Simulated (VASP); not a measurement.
Runs of VASP 6.6.1 on PbSe. The structure is that of space group F-43m (No. 216), or close to it. The cells are those of the table. 

| task | level | cell | k mesh | cutoff (eV) | smearing | grid for exact exchange (PRECFOCK) | share of exact exchange | screening parameter | gap on the mesh (eV) | pressure (GPa) |
| --- | --- | --- | --- | --- | --- | --- | --- | --- | --- | --- |
| relaxation of cell and atoms | r2SCAN | relaxed from a = 4.877 Å, angles 60.0°, 2 atoms | 6 × 6 × 6 | 600 | fermi-dirac 0.02 eV | - | - | - | 0.93 | 0.0 |
| single point | HSE06 | a = 4.841 Å, angles 60.0°, 2 atoms | 4 × 4 × 4 | 520 | gaussian 0.01 eV | Normal | 0.25 | 0.2079 1/Å | 1.07 | 0.0 |
| single point | PBE | a = 4.841 Å, angles 60.0°, 2 atoms | 4 × 4 × 4 | 520 | gaussian 0.01 eV | - | - | - | 0.62 | (a) |
| single point | r2SCAN | a = 4.841 Å, angles 60.0°, 2 atoms | 6 × 6 × 6 | 520 | fermi-dirac 0.02 eV | - | - | - | 0.93 | 0.0 |
| single point | PBEsol | a = 4.798 Å, angles 60.0°, 2 atoms | 6 × 6 × 6 | 520 | fermi-dirac 0.02 eV | - | - | - | 0.62 | 0.0 |

Alike in all rows: potentials or basis VASP PAW PBE potentials, release 64 (Pb_d, Se); no spin polarisation.

Q: Fill in the values left out.

A: (a) 0.7.

Caveats: the structure was generated, so it needn't be the stable form of PbSe; spin-orbit coupling is left out, which moves the levels of the heavy elements; the PAW data sets were made with another functional, which shifts forces and pressure a little (at least some runs).

A k mesh can miss the band edges, and the runs leave out spin-orbit coupling on Pb, Se.
